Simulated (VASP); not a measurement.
# B (Pm-3m) in VASP: settings compared

B is run at these levels: PBE, HSE06; tasks: single point, relaxation of cell and atoms.

All numbers are computed with VASP 6.6.1; they aren't measurements. Logs are shortened: lines on timing, memory, paths and dates and some standing lists are left out, and cuts for length are marked.

## Step 1: The cell of the first run

The structure is cubic, space group Pm-3m (No. 221). The conventional cell has a = 1.884 Å, b = 1.884 Å, c = 1.884 Å, α = 90.00°, β = 90.00°, γ = 90.00°. B (site symmetry m-3m) has 6 B at 1.88 Å within 2.5 Å.

## Step 2: Single point, PBE

Input file INCAR:

```
  PREC = Accurate
  ENCUT = 520
  EDIFF = 1E-6
  ISMEAR = -1
  SIGMA = 0.1
  LREAL = F
  LASPH = T
  NELM = 80
  ALGO = Normal
  ISIF = 2
  LWAVE = F
  LCHARG = T
  GGA = PE
  LELF = T
  LVHAR = T
  NBANDS = 8
```

Input file KPOINTS:

```
regular mesh
0
Gamma
  27 27 27
```

Input file POSCAR:

```
B
1.0
    1.8839499199      0.0000000000      0.0000000000
    0.0000000000      1.8839499199      0.0000000000
    0.0000000000      0.0000000000      1.8839499199
B
1
Direct
    0.0000000000      0.0000000000      0.0000000000
```

Potentials or basis: VASP PAW PBE potentials, release 64 (B).

The run is started by

```console
$ cat potpaw_PBE.64/B/POTCAR > POTCAR
$ mpirun -np 1 vasp_std > vasp.out
```

OUTCAR:

```text
PREC = Accurate
   ENCUT = 520
   EDIFF = 1E-6
   ISMEAR = -1
   LREAL = F
   LASPH = T
   NELM = 80
   ISIF = 2
   GGA = PE

 ion  position               nearest neighbor table
   1  0.000  0.000  0.000-

  LATTYP: Found a simple cubic cell.
 ALAT       =     1.8839499199

  Lattice vectors:

 A1 = (   1.8839499199,   0.0000000000,   0.0000000000)
 A2 = (   0.0000000000,   1.8839499199,   0.0000000000)
 A3 = (   0.0000000000,   0.0000000000,   1.8839499199)

Analysis of symmetry for initial positions (statically):
=====================================================================
 Subroutine PRICEL returns:
 Original cell was already a primitive cell.

 Routine SETGRP: Setting up the symmetry group for a
 simple cubic supercell.

 Subroutine GETGRP returns: Found 48 space group operations
 (whereof 48 operations were pure point group operations)
 out of a pool of 48 trial point group operations.

The static configuration has the point symmetry O_h .

Analysis of symmetry for dynamics (positions and initial velocities):
=====================================================================
 Subroutine PRICEL returns:
 Original cell was already a primitive cell.

 Routine SETGRP: Setting up the symmetry group for a
 simple cubic supercell.

 Subroutine GETGRP returns: Found 48 space group operations
 (whereof 48 operations were pure point group operations)
 out of a pool of 48 trial point group operations.

The dynamic configuration has the point symmetry O_h .

 Subroutine INISYM returns: Found 48 space group operations
 (whereof 48 operations are pure point group operations),
 and found     1 'primitive' translations

----------------------------------------------------------------------------------------

                                     Primitive cell

  volume of cell :       6.6866

  direct lattice vectors                    reciprocal lattice vectors
     1.883949920  0.000000000  0.000000000     0.530799672  0.000000000  0.000000000
     0.000000000  1.883949920  0.000000000     0.000000000  0.530799672  0.000000000
     0.000000000  0.000000000  1.883949920     0.000000000  0.000000000  0.530799672

  length of vectors
     1.883949920  1.883949920  1.883949920     0.530799672  0.530799672  0.530799672

  position of ions in fractional coordinates (direct lattice)
     0.000000000  0.000000000  0.000000000

  ion indices of the primitive-cell ions
   primitive index   ion index
                 1           1

----------------------------------------------------------------------------------------

 KPOINTS: regular mesh

Automatic generation of k-mesh.
 Grid dimensions read from file:
 generate k-points for:   27   27   27

 Generating k-lattice:

  Cartesian coordinates                     Fractional coordinates (reciprocal lattice)
     0.019659247  0.000000000  0.000000000     0.037037037  0.000000000  0.000000000
     0.000000000  0.019659247  0.000000000     0.000000000  0.037037037  0.000000000
     0.000000000  0.000000000  0.019659247     0.000000000  0.000000000  0.037037037

  Length of vectors
     0.019659247  0.019659247  0.019659247

  Shift w.r.t. Gamma in fractional coordinates (k-lattice)
     0.000000000  0.000000000  0.000000000

 Subroutine IBZKPT returns following result:
 ===========================================

 Found    560 irreducible k-points:

 Following reciprocal coordinates:
            Coordinates               Weight
  0.000000  0.000000  0.000000      1.000000
  0.037037  0.000000  0.000000      6.000000
  0.074074  0.000000  0.000000      6.000000
  0.111111  0.000000  0.000000      6.000000
  0.148148  0.000000  0.000000      6.000000
  0.185185  0.000000  0.000000      6.000000
[... 16 lines left out ...]
  0.333333  0.037037  0.000000     24.000000
  0.370370  0.037037  0.000000     24.000000
 [... further k-points ...]
   k-points           NKPTS =    560   k-points in BZ     NKDIM =    560   number of bands    NBANDS=      8
   number of dos      NEDOS =    301   number of ions     NIONS =      1
   total plane-waves  NPLWV =   2744
   dimension x,y,z NGX =    14 NGY =   14 NGZ =   14
   dimension x,y,z NGXF=    28 NGYF=   28 NGZF=   28
   ions per type =               1
   NGX,Y,Z   is equivalent  to a cutoff of  12.35, 12.35, 12.35 a.u.
   NGXF,Y,Z  is equivalent  to a cutoff of  24.71, 24.71, 24.71 a.u.
 SYSTEM =  unknown system
   PREC   = accura    normal or accurate (medium, high low for compatibility)
   ISTART =      0    job   : 0-new  1-cont  2-samecut
   ICHARG =      2    charge: 1-file 2-atom 10-const
   ISPIN  =      1    spin polarized calculation?
   LNONCOLLINEAR =      F non collinear calculations
   LSORBIT =      F    spin-orbit coupling
   LASPH  =      T    aspherical Exc in radial PAW
   ENCUT  =  520.0 eV  38.22 Ry    6.18 a.u.   3.50  3.50  3.50*2*pi/ulx,y,z
   NELM   =     80;   NELMIN=  2; NELMDL= -5     # of ELM steps
   EDIFF  = 0.1E-05   stopping-criterion for ELM
   LREAL  =      F    real-space projection
   EDIFFG = 0.1E-04   stopping-criterion for IOM
   NSW    =      0    number of steps for IOM
   IBRION =     -1    ionic relax: 0-MD 1-quasi-New 2-CG
   NFREE  =      0    steps in history (QN), initial steepest desc. (CG)
   ISIF   =      2    stress and relaxation
   ISYM   =      2    0-nonsym 1-usesym 2-fastsym
   POTIM  = 0.5000    time-step for ionic-motion
   TEBEG  =    0.0;   TEEND  =   0.0 temperature during run
   PSTRESS=    0.0 pullay stress
   NELECT =       3.0000    total number of electrons
   NUPDOWN=      -1.0000    fix difference up-down
   EMIN   =  10.00;   EMAX   =-10.00  energy-range for DOS
   EFERMI =   0.00;   METHOD = LEGACY
   ISMEAR =    -1;   SIGMA  =   0.10  broadening in eV -4-tet -1-fermi 0-gaus
   EFERMI_NEDOS =   21; number of points for ismear=-14 and -15
   IALGO  =     38    algorithm
   IMIX   =      4    mixing-type and parameters
     AMIX     =   0.40;   BMIX     =  1.00
     AMIX_MAG =   1.60;   BMIX_MAG =  1.00
  volume/ion in A,a.u.               =       6.69        45.12
  Fermi-wavevector in a.u.,A,eV,Ry     =   1.253274  2.368344 21.370599  1.570695
  Thomas-Fermi vector in A             =   2.387134
   LORBIT       =      0    0 simple, 1 ext, 2 COOP (PROOUT), +10 PAW based schemes
   GGA     = PE    functional components
[... 5 lines left out ...]
 non-spin polarized calculation
  energy-cutoff  :      520.00
  volume of cell :        6.69
 maximum number of plane-waves:       191
 NGX is ok and might be reduce to    14
   NGX =  7   NGY =  7   NGZ =  7

 number of electron       3.0000000 magnetization

 Free energy of the ion-electron system (eV)
  ---------------------------------------------------
  ext. energy  EPLUGINS =         0.00000000
  ---------------------------------------------------
  free energy    TOTEN  =        -5.61404802 eV

  energy without entropy =       -5.60472330  energy(sigma->0) =       -5.60938566

 E-fermi :   7.0468     XC(G=0): -12.3888

 val. band max:        7.0363294620   @ k =   0.3333   0.1111   0.1111
 cond. band min:       7.0531908605   @ k =   0.3704   0.3333   0.1111
 fundamental gap:      0.0168613985
 Fermi energy:         7.0468183795

 k-point     1 :       0.0000    0.0000    0.0000
  band No.  band energies     occupation
      1      -8.7558      2.00000
      2      20.6745      0.00000
      3      20.6745      0.00000
      4      20.6745      0.00000
      5      31.1104      0.00000
      6      31.1104      0.00000
      7      40.2088      0.00000
      8      60.4357      0.00000

 k-point     2 :       0.0370    0.0000    0.0000
  band No.  band energies     occupation
      1      -8.7091      2.00000
      2      20.1587      0.00000
      3      20.7137      0.00000
      4      20.7137      0.00000
      5      31.1650      0.00000
      6      31.6791      0.00000
      7      40.1815      0.00000
      8      60.0531      0.00000

 k-point     3 :       0.0741    0.0000    0.0000
  band No.  band energies     occupation
      1      -8.5690      2.00000
      2      18.8631      0.00000
      3      20.8307      0.00000
      4      20.8307      0.00000
      5      31.3285      0.00000
      6      33.1229      0.00000
      7      40.1084      0.00000
      8      58.9791      0.00000

 k-point     4 :       0.1111    0.0000    0.0000
  band No.  band energies     occupation
      1      -8.3356      2.00000
      2      17.1808      0.00000
      3      21.0229      0.00000
      4      21.0229      0.00000
      5      31.6001      0.00000
      6      35.0033      0.00000
      7      40.0271      0.00000
      8      57.4150      0.00000

 k-point     5 :       0.1481    0.0000    0.0000
  band No.  band energies     occupation
      1      -8.0092      2.00000
      2      15.3476      0.00000
      3      21.2860      0.00000
      4      21.2860      0.00000
      5      31.9787      0.00000
      6      36.9246      0.00000
      7      40.0832      0.00000
      8      55.5924      0.00000

 k-point     6 :       0.1852    0.0000    0.0000
  band No.  band energies     occupation
      1      -7.5902      2.00000
      2      13.4776      0.00000
      3      21.6134      0.00000
      4      21.6134      0.00000
      5      32.4621      0.00000
      6      38.1774      0.00000
      7      40.8480      0.00000
      8      53.6838      0.00000

 k-point     7 :       0.2222    0.0000    0.0000
  band No.  band energies     occupation
      1      -7.0789      2.00000
      2      11.6260      0.00000
      3      21.9960      0.00000
      4      21.9960      0.00000
      5      33.0464      0.00000
      6      38.3806      0.00000
      7      42.6065      0.00000
      8      51.7973      0.00000

 k-point     8 :       0.2593    0.0000    0.0000
  band No.  band energies     occupation
      1      -6.4764      2.00000
      2       9.8225      0.00000
      3      22.4208      0.00000
      4      22.4208      0.00000
      5      33.7275      0.00000
      6      38.2121      0.00000
      7      44.5910      0.00000
      8      50.0011      0.00000

 k-point     9 :       0.2963    0.0000    0.0000
  band No.  band energies     occupation
      1      -5.7837      2.00000
      2       8.0846      0.00006
      3      22.8707      0.00000
      4      22.8707      0.00000
      5      34.4958      0.00000
      6      37.9579      0.00000
      7      46.4282      0.00000
      8      48.3444      0.00000

 k-point    10 :       0.3333    0.0000    0.0000
  band No.  band energies     occupation
      1      -5.0033      2.00000
      2       6.4237      1.99607
      3      23.3230      0.00000
      4      23.3230      0.00000
      5      35.3364      0.00000
      6      37.6949      0.00000
      7      46.8677      0.00000
      8      46.8677      0.00000
[... 78 lines left out ...]
 k-point    18 :       0.1481    0.0370    0.0000
  band No.  band energies     occupation
      1      -7.9625      2.00000
      2      15.3546      0.00000
      3      20.8696      0.00000
      4      21.3246      0.00000
      5      32.3999      0.00000
      6      37.0603      0.00000
      7      39.9973      0.00000
      8      55.1900      0.00000

 k-point    19 :       0.1852    0.0370    0.0000
  band No.  band energies     occupation
      1      -7.5434      2.00000
      2      13.4942      0.00000
      3      21.2031      0.00000
      4      21.6518      0.00000
      5      32.8768      0.00000
      6      38.2233      0.00000
      7      40.8031      0.00000
      8      53.2778      0.00000

 k-point    20 :       0.2222    0.0370    0.0000
  band No.  band energies     occupation
      1      -7.0322      2.00000
      2      11.6493      0.00000
      3      21.5949      0.00000
      4      22.0339      0.00000
      5      33.4517      0.00000
      6      38.3152      0.00000
      7      42.6113      0.00000
      8      51.4019      0.00000

 k-point    21 :       0.2593    0.0370    0.0000
  band No.  band energies     occupation
      1      -6.4296      2.00000
      2       9.8507      0.00000
      3      22.0319      0.00000
      4      22.4582      0.00000
      5      34.1196      0.00000
      6      38.0677      0.00000
      7      44.5902      0.00000
      8      49.6312      0.00000

 k-point    22 :       0.2963    0.0370    0.0000
  band No.  band energies     occupation
      1      -5.7370      2.00000
      2       8.1162      0.00005
      3      22.4969      0.00000
      4      22.9075      0.00000
      5      34.8722      0.00000
      6      37.7363      0.00000
      7      46.3454      0.00000
      8      48.0582      0.00000

 k-point    23 :       0.3333    0.0370    0.0000
  band No.  band energies     occupation
      1      -4.9566      2.00000
      2       6.4581      1.99447
      3      22.9671      0.00000
      4      23.3592      0.00000
      5      35.6944      0.00000
      6      37.3900      0.00000
      7      46.3757      0.00000
      8      46.9161      0.00000

 k-point    24 :       0.3704    0.0370    0.0000
  band No.  band energies     occupation
      1      -4.0926      2.00000
      2       4.8871      2.00000
      3      23.4132      0.00000
      4      23.7850      0.00000
      5      36.5586      0.00000
      6      37.0651      0.00000
      7      45.1717      0.00000
      8      45.6641      0.00000

 [... further k-points ...]

------------------------ aborting loop because EDIFF is reached ----------------------------------------

  FORCE on cell =-STRESS in cart. coord.  units (eV):
  Direction    XX          YY          ZZ          XY          YZ          ZX
  --------------------------------------------------------------------------------------
  -------------------------------------------------------------------------------------
  Total        0.0239916      0.0239916      0.0239916      0.0000000     -0.0000000     -0.0000000
  in kB        5.7486055      5.7486055      5.7486055      0.0000000     -0.0000000     -0.0000000
  external PRESSURE =       5.7486055 kB  Pullay stress =       0.0000000 kB

 VOLUME and BASIS-vectors are now :
 -----------------------------------------------------------------------------
  energy-cutoff  :      520.00
  volume of cell :        6.69
      direct lattice vectors                 reciprocal lattice vectors
     1.883949920  0.000000000  0.000000000     0.530799672  0.000000000  0.000000000
     0.000000000  1.883949920  0.000000000     0.000000000  0.530799672  0.000000000
     0.000000000  0.000000000  1.883949920     0.000000000  0.000000000  0.530799672

 POSITION                                       TOTAL-FORCE (eV/Angst)
 -----------------------------------------------------------------------------------
      0.00000      0.00000      0.00000         0.000000      0.000000      0.000000
 -----------------------------------------------------------------------------------
    total drift:                               -0.000000      0.000000     -0.000000

  FREE ENERGIE OF THE ION-ELECTRON SYSTEM (eV)
  ---------------------------------------------------
  free  energy   TOTEN  =        -5.6140480220 eV

  energy  without entropy=       -5.6047232989  energy(sigma->0) =       -5.60938566
```

Run time: 15 s. Hardware: 1 thread of Intel Xeon 6975P-C, shared host; peak memory 0.12 GiB.

What came out:

- Free energy: -5.6140 eV
- Pressure: 0.6 GPa

Levels at points of the mesh, in eV from the Fermi level:
| k point | band 1 | band 2 | band 3 | band 4 |
| --- | --- | --- | --- | --- |
| (0.00, 0.00, 0.00) | -15.80 | 13.63 | 13.63 | 13.63 |

(Continued in part 2 of 2.)
